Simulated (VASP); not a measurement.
Crystal: SrCd.

```
CELL_PARAMETERS angstrom
4.07215 0.00000 0.00000
0.00000 4.07215 0.00000
0.00000 0.00000 4.07215
ATOMIC_POSITIONS crystal
Sr 0.50000 0.50000 0.50000
Cd 0.00000 0.00000 0.00000
```

* Program: VASP 6.6.1
* Task: relaxation of cell and atoms
* Functional: PBEsol
* Potentials or basis: VASP PAW PBE potentials, release 64 (Sr_sv, Cd)
* Cutoff: 600 eV
* k mesh: 10 × 10 × 10
* Occupations: gaussian, width 0.1 eV
* Spin: no spin polarisation

At the start: pressure -1.6 GPa; volume 33.76 Å³/atom.

Problem. Where does the relaxation end?

Solution. Over 4 steps the energy falls by 11.8 meV/atom and the volume is 31.56 Å³/atom (-6.5 %); space group Pm-3m (No. 221, to 0.1 Å) before and after.

The path:
| step | energy change (eV) | largest force (eV/Å) | pressure (GPa) | volume (Å³) |
| --- | --- | --- | --- | --- |
| 1 | 0.0000 | 0.0000 | -1.62 | 67.53 |
| 2 | -0.0220 | 0.0000 | -0.46 | 64.24 |
| 3 | -0.0237 | 0.0000 | -0.03 | 63.21 |
| 4 | -0.0237 | 0.0000 | 0.00 | 63.12 |

Final structure:
```
Sr Cd
1.0
     3.98164    0.00000    0.00000
     0.00000    3.98164    0.00000
     0.00000    0.00000    3.98164
Sr Cd
1 1
Direct
  0.50000 0.50000 0.50000
  0.00000 0.00000 0.00000
```

Caveat: the PAW data sets were made with another functional, which shifts forces and pressure a little.
